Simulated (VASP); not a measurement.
# LiNbO3 (R3c) in VASP: single point with LDA

Aim: the single point of LiNbO3 with LDA.

Program: VASP 6.6.1. These are calculated values, not measurements. Logs are shortened: lines on timing, memory, paths and dates and some standing lists are left out, and cuts for length are marked.

### 1 The cell of the first run

It takes space group R3c (No. 161, trigonal). Conventional cell: a = 5.124 Å, b = 5.124 Å, c = 13.555 Å, α = 90.00°, β = 90.00°, γ = 120.00°. Li (site symmetry 3) has 6 O at 2.03 to 2.22 Å within 2.7 Å. Nb (site symmetry 3) has 6 O at 1.88 to 2.08 Å within 2.5 Å. Within 2.5 Å of O (site symmetry 1) lie 2 Nb at 1.88 to 2.08 Å and 2 Li at 2.03 to 2.22 Å.

### 2 Single point, LDA (atoms displaced along a vibrational mode, then relaxed in part)

The input, INCAR:

```
ALGO     = Normal         # electronic algorithm
EDIFF    = 1E-7           # SCF threshold, eV
ENCUT    = 520            # plane-wave cutoff, eV
ISIF     = 2              # what is computed and relaxed
ISMEAR   = 0              # smearing method
LASPH    = T              # aspherical terms in the spheres
LCHARG   = F              # write CHGCAR
LREAL    = F              # projectors in reciprocal space
LWAVE    = F              # write WAVECAR
NBANDS   = 45             # bands
NELM     = 80             # most SCF steps
PREC     = Accurate       # precision mode
SIGMA    = 0.05           # smearing width, eV
```

The input, KPOINTS:

```
k-points
0
Gamma
  6 6 6
```

The input, POSCAR:

```
LiNbO3
1.0
    2.5620337041      1.4791908488      4.5184286557
   -2.5620337041      1.4791908488      4.5184286557
    0.0000000000     -2.9583816974      4.5184286558
Li Nb O
2 2 6
Direct
    0.2864765177      0.2864765177      0.2864765177
    0.7864765177      0.7864765177      0.7864765177
    0.0043561446      0.0043561446      0.0043561446
    0.5043561446      0.5043561446      0.5043561446
    0.1157976776      0.3684323406      0.7246603227
    0.7246603227      0.1157976776      0.3684323406
    0.3684323406      0.7246603227      0.1157976776
    0.8684323406      0.6157976776      0.2246603227
    0.2246603227      0.8684323406      0.6157976776
    0.6157976776      0.2246603227      0.8684323406
```

Potentials or basis: VASP PAW LDA potentials, release 64 (Li_sv, Nb_sv, O).

On the command line:

```console
cat potpaw_LDA.64/Li_sv/POTCAR potpaw_LDA.64/Nb_sv/POTCAR potpaw_LDA.64/O/POTCAR > POTCAR
mpirun -np 1 vasp_std > vasp.out
```

OUTCAR:

```text
EDIFF = 1E-7
   ENCUT = 520
   ISIF = 2
   ISMEAR = 0
   LASPH = T
   LREAL = F
   NELM = 80
   PREC = Accurate

 ion  position               nearest neighbor table
   1  0.286  0.286  0.286-   9 2.03   8 2.03  10 2.03   7 2.22   6 2.22   5 2.22
   2  0.786  0.786  0.786-   7 2.03   5 2.03   6 2.03   9 2.22  10 2.22   8 2.22
   3  0.004  0.004  0.004-   5 1.88   7 1.88   6 1.88   8 2.08  10 2.08   9 2.08
   4  0.504  0.504  0.504-   8 1.88   9 1.88  10 1.88   5 2.08   6 2.08   7 2.08
   5  0.116  0.368  0.725-   3 1.88   2 2.03   4 2.08   1 2.22
   6  0.725  0.116  0.368-   3 1.88   2 2.03   4 2.08   1 2.22
   7  0.368  0.725  0.116-   3 1.88   2 2.03   4 2.08   1 2.22
   8  0.868  0.616  0.225-   4 1.88   1 2.03   3 2.08   2 2.22
   9  0.225  0.868  0.616-   4 1.88   1 2.03   3 2.08   2 2.22
  10  0.616  0.225  0.868-   4 1.88   1 2.03   3 2.08   2 2.22

  LATTYP: Found a trigonal (rhomboedric) cell.
 ALAT       =     5.4007610376
 COS(alpha) =     0.5499199643

  Lattice vectors:

 A1 = (   2.5620337041,   1.4791908488,   4.5184286557)
 A2 = (  -2.5620337041,   1.4791908488,   4.5184286557)
 A3 = (   0.0000000000,  -2.9583816974,   4.5184286558)

Analysis of symmetry for initial positions (statically):
=====================================================================
 Subroutine PRICEL returns:
 Original cell was already a primitive cell.

 Routine SETGRP: Setting up the symmetry group for a
 trigonal (rhombohedral) supercell.

 Subroutine GETGRP returns: Found  6 space group operations
 (whereof  3 operations were pure point group operations)
 out of a pool of 12 trial point group operations.

The static configuration has the point symmetry C_3 .
 The point group associated with its full space group is C_3v.

Analysis of symmetry for dynamics (positions and initial velocities):
=====================================================================
 Subroutine PRICEL returns:
 Original cell was already a primitive cell.

 Routine SETGRP: Setting up the symmetry group for a
 trigonal (rhombohedral) supercell.

 Subroutine GETGRP returns: Found  6 space group operations
 (whereof  3 operations were pure point group operations)
 out of a pool of 12 trial point group operations.

The dynamic configuration has the point symmetry C_3 .
 The point group associated with its full space group is C_3v.

 Subroutine INISYM returns: Found  6 space group operations
 (whereof  3 operations are pure point group operations),
 and found     1 'primitive' translations

----------------------------------------------------------------------------------------

                                     Primitive cell

  volume of cell :     102.7419

  direct lattice vectors                    reciprocal lattice vectors
     2.562033704  1.479190849  4.518428656     0.195157464  0.112674214  0.073771959
    -2.562033704  1.479190849  4.518428656    -0.195157464  0.112674214  0.073771959
     0.000000000 -2.958381697  4.518428656     0.000000000 -0.225348429  0.073771959

  length of vectors
     5.400761038  5.400761038  5.400761038     0.237116461  0.237116461  0.237116461

  position of ions in fractional coordinates (direct lattice)
     0.286476518  0.286476518  0.286476518
     0.786476518  0.786476518  0.786476518
     0.004356145  0.004356145  0.004356145
     0.504356145  0.504356145  0.504356145
     0.115797678  0.368432341  0.724660323
     0.724660323  0.115797678  0.368432341
     0.368432341  0.724660323  0.115797678
     0.868432341  0.615797678  0.224660323
     0.224660323  0.868432341  0.615797678
     0.615797678  0.224660323  0.868432341

  ion indices of the primitive-cell ions
   primitive index   ion index
                 1           1
                 2           2
                 3           3
                 4           4
                 5           5
                 6           6
                 7           7
                 8           8
                 9           9
                10          10

----------------------------------------------------------------------------------------

 KPOINTS: k-points

Automatic generation of k-mesh.
 Grid dimensions read from file:
 generate k-points for:    6    6    6

 Generating k-lattice:

  Cartesian coordinates                     Fractional coordinates (reciprocal lattice)
     0.032526244  0.018779036  0.012295326     0.166666667 -0.000000000  0.000000000
    -0.032526244  0.018779036  0.012295326    -0.000000000  0.166666667  0.000000000
     0.000000000 -0.037558071  0.012295326     0.000000000  0.000000000  0.166666667

  Length of vectors
     0.039519410  0.039519410  0.039519410

  Shift w.r.t. Gamma in fractional coordinates (k-lattice)
     0.000000000  0.000000000  0.000000000

 Subroutine IBZKPT returns following result:
 ===========================================

 Found     32 irreducible k-points:

 Following reciprocal coordinates:
            Coordinates               Weight
  0.000000  0.000000  0.000000      1.000000
  0.166667 -0.000000  0.000000      6.000000
  0.333333 -0.000000  0.000000      6.000000
  0.500000  0.000000  0.000000      3.000000
  0.166667  0.166667 -0.000000      6.000000
  0.333333  0.166667  0.000000     12.000000
[... 16 lines left out ...]
  0.500000  0.500000  0.166667      6.000000
 -0.333333  0.500000  0.166667     12.000000
 [... further k-points ...]
   k-points           NKPTS =     32   k-points in BZ     NKDIM =     32   number of bands    NBANDS=     45
   number of dos      NEDOS =    301   number of ions     NIONS =     10
   total plane-waves  NPLWV =  64000
   dimension x,y,z NGX =    40 NGY =   40 NGZ =   40
   dimension x,y,z NGXF=    80 NGYF=   80 NGZF=   80
   ions per type =               2   2   6
   NGX,Y,Z   is equivalent  to a cutoff of  12.31, 12.31, 12.31 a.u.
   NGXF,Y,Z  is equivalent  to a cutoff of  24.63, 24.63, 24.63 a.u.
 SYSTEM =  unknown system
   PREC   = accura    normal or accurate (medium, high low for compatibility)
   ISTART =      0    job   : 0-new  1-cont  2-samecut
   ICHARG =      2    charge: 1-file 2-atom 10-const
   ISPIN  =      1    spin polarized calculation?
   LNONCOLLINEAR =      F non collinear calculations
   LSORBIT =      F    spin-orbit coupling
   LASPH  =      T    aspherical Exc in radial PAW
   ENCUT  =  520.0 eV  38.22 Ry    6.18 a.u.  10.04 10.04 10.04*2*pi/ulx,y,z
   NELM   =     80;   NELMIN=  2; NELMDL= -5     # of ELM steps
   EDIFF  = 0.1E-06   stopping-criterion for ELM
   LREAL  =      F    real-space projection
   EDIFFG = 0.1E-05   stopping-criterion for IOM
   NSW    =      0    number of steps for IOM
   IBRION =     -1    ionic relax: 0-MD 1-quasi-New 2-CG
   NFREE  =      0    steps in history (QN), initial steepest desc. (CG)
   ISIF   =      2    stress and relaxation
   ISYM   =      2    0-nonsym 1-usesym 2-fastsym
   POTIM  = 0.5000    time-step for ionic-motion
   TEBEG  =    0.0;   TEEND  =   0.0 temperature during run
   PSTRESS=    0.0 pullay stress
   NELECT =      68.0000    total number of electrons
   NUPDOWN=      -1.0000    fix difference up-down
   EMIN   =  10.00;   EMAX   =-10.00  energy-range for DOS
   EFERMI =   0.00;   METHOD = LEGACY
   ISMEAR =     0;   SIGMA  =   0.05  broadening in eV -4-tet -1-fermi 0-gaus
   EFERMI_NEDOS =   21; number of points for ismear=-14 and -15
   IALGO  =     38    algorithm
   IMIX   =      4    mixing-type and parameters
     AMIX     =   0.40;   BMIX     =  1.00
     AMIX_MAG =   1.60;   BMIX_MAG =  1.00
  volume/ion in A,a.u.               =      10.27        69.33
  Fermi-wavevector in a.u.,A,eV,Ry     =   1.426687  2.696047 27.693767  2.035434
  Thomas-Fermi vector in A             =   2.546937
   LORBIT       =      0    0 simple, 1 ext, 2 COOP (PROOUT), +10 PAW based schemes
   GGA     = CA    functional components
   LHFCALC =     F    Hartree Fock is set to
   AEXX    =    0.0000 exact exchange contribution
   IVDW    =     0    specifies the selected vdW correction
   LEPSILON=     F    determine dielectric tensor
   LRPA    =     F    only Hartree local field effects (RPA)
 non-spin polarized calculation
 Gauss-broadening in eV      SIGMA  =   0.05
  energy-cutoff  :      520.00
  volume of cell :      102.74
 maximum number of plane-waves:      2804
   NGX = 21   NGY = 21   NGZ = 21

 number of electron      68.0000011 magnetization

 Free energy of the ion-electron system (eV)
  ---------------------------------------------------
  ext. energy  EPLUGINS =         0.00000000
  ---------------------------------------------------
  free energy    TOTEN  =       -87.58956126 eV

  energy without entropy =      -87.58956126  energy(sigma->0) =      -87.58956126

 E-fermi :   3.8340     XC(G=0): -11.5136

 val. band max:        3.6113825454   @ k =   0.1667   0.1667   0.1667
 cond. band min:       7.0816446953   @ k =   0.0000   0.0000   0.0000
 fundamental gap:      3.4702621499
 Fermi energy:         3.8340145746

 k-point     1 :       0.0000    0.0000    0.0000
  band No.  band energies     occupation
      1     -50.1365      2.00000
      2     -50.1175      2.00000
      3     -37.7471      2.00000
      4     -37.7433      2.00000
      5     -26.6632      2.00000
      6     -26.6632      2.00000
[... 37 lines left out ...]
     44      13.9384      0.00000
     45      13.9399      0.00000

 k-point     2 :       0.1667   -0.0000    0.0000
  band No.  band energies     occupation
      1     -50.1352      2.00000
      2     -50.1187      2.00000
      3     -37.7469      2.00000
      4     -37.7436      2.00000
      5     -26.6531      2.00000
      6     -26.6514      2.00000
[... 1048 lines left out ...]
 k-point    24 :      -0.3333    0.5000    0.1667
  band No.  band energies     occupation
      1     -50.1285      2.00000
      2     -50.1253      2.00000
      3     -37.7457      2.00000
      4     -37.7450      2.00000
      5     -26.6689      2.00000
      6     -26.6663      2.00000
[... 37 lines left out ...]
     44      13.3942      0.00000
     45      14.0970      0.00000

 [... further k-points ...]

------------------------ aborting loop because EDIFF is reached ----------------------------------------

  FORCE on cell =-STRESS in cart. coord.  units (eV):
  Direction    XX          YY          ZZ          XY          YZ          ZX
  --------------------------------------------------------------------------------------
  -------------------------------------------------------------------------------------
  Total       -1.3755914     -1.3755914      0.5103645      0.0000000      0.0000000      0.0000000
  in kB      -21.4512351    -21.4512351      7.9587208      0.0000000      0.0000000      0.0000000
  external PRESSURE =     -11.6479164 kB  Pullay stress =       0.0000000 kB

 VOLUME and BASIS-vectors are now :
 -----------------------------------------------------------------------------
  energy-cutoff  :      520.00
  volume of cell :      102.74
      direct lattice vectors                 reciprocal lattice vectors
     2.562033704  1.479190849  4.518428656     0.195157464  0.112674214  0.073771959
    -2.562033704  1.479190849  4.518428656    -0.195157464  0.112674214  0.073771959
     0.000000000 -2.958381697  4.518428656     0.000000000 -0.225348429  0.073771959

 POSITION                                       TOTAL-FORCE (eV/Angst)
 -----------------------------------------------------------------------------------
      0.00000      0.00000      3.88327         0.000000     -0.000000     -0.000376
      0.00000      0.00000     10.66091         0.000000     -0.000000     -0.000376
      0.00000      0.00000      0.05905         0.000000     -0.000000     -0.054980
      0.00000      0.00000      6.83669         0.000000     -0.000000     -0.054980
     -0.64726     -1.42755      5.46228        -0.010031      0.026796      0.018452
      1.55993      0.15323      5.46228        -0.018190     -0.022085      0.018452
     -0.91267      1.27432      5.46228         0.028221     -0.004711      0.018452
      0.64726      1.53083      7.72150         0.010031      0.026796      0.018452
     -1.64937     -0.20487      7.72150        -0.028221     -0.004711      0.018452
      1.00211     -1.32596      7.72150         0.018190     -0.022085      0.018452
 -----------------------------------------------------------------------------------
    total drift:                               -0.000000      0.000000     -0.000767

  FREE ENERGIE OF THE ION-ELECTRON SYSTEM (eV)
  ---------------------------------------------------
  free  energy   TOTEN  =       -87.5895612604 eV

  energy  without entropy=      -87.5895612604  energy(sigma->0) =      -87.58956126
```

Run time: 2.5 min. Hardware: 1 thread of AMD EPYC 9R45 (Zen 5), shared host; peak memory 0.24 GiB.

What came out:

```
Free energy            : -87.5896 eV
Largest force          : 0.055 eV/Å
Band gap on the k mesh : 3.47 eV (least direct gap 3.50 eV)
```

Forces on the atoms (eV/Å):
```
Li   0.000  0.000  0.000
Li   0.000  0.000  0.000
Nb   0.000  0.000 -0.055
Nb   0.000  0.000 -0.055
O   -0.010  0.027  0.018
O   -0.018 -0.022  0.018
O    0.028 -0.005  0.018
O    0.010  0.027  0.018
O   -0.028 -0.005  0.018
O    0.018 -0.022  0.018
```

Levels at points of the mesh, in eV from the valence-band top:
| k point | band 31 | band 32 | band 33 | band 34 | band 35 | band 36 | band 37 | band 38 |
| --- | --- | --- | --- | --- | --- | --- | --- | --- |
| (0.00, 0.00, 0.00) | -0.56 | -0.47 | -0.03 | -0.03 | 3.47 | 3.47 | 3.85 | 5.18 |
| (0.50, 0.00, 0.00) | -0.28 | -0.28 | -0.19 | -0.19 | 3.93 | 3.93 | 4.73 | 4.73 |
| (0.50, 0.50, 0.00) | -0.66 | -0.64 | -0.44 | -0.22 | 3.54 | 4.10 | 4.59 | 4.68 |
| (0.50, 0.50, 0.50) | -0.33 | -0.33 | -0.33 | -0.33 | 4.61 | 4.61 | 4.88 | 4.88 |

Caveat: the cell differs from its parent crystal (atoms displaced along a vibrational mode, then relaxed in part); the cutoff is under 1.25 times the usual one of these potentials, so pressure, stress and relaxed cells hold a basis-set (Pulay) error. A k mesh can miss the band edges.
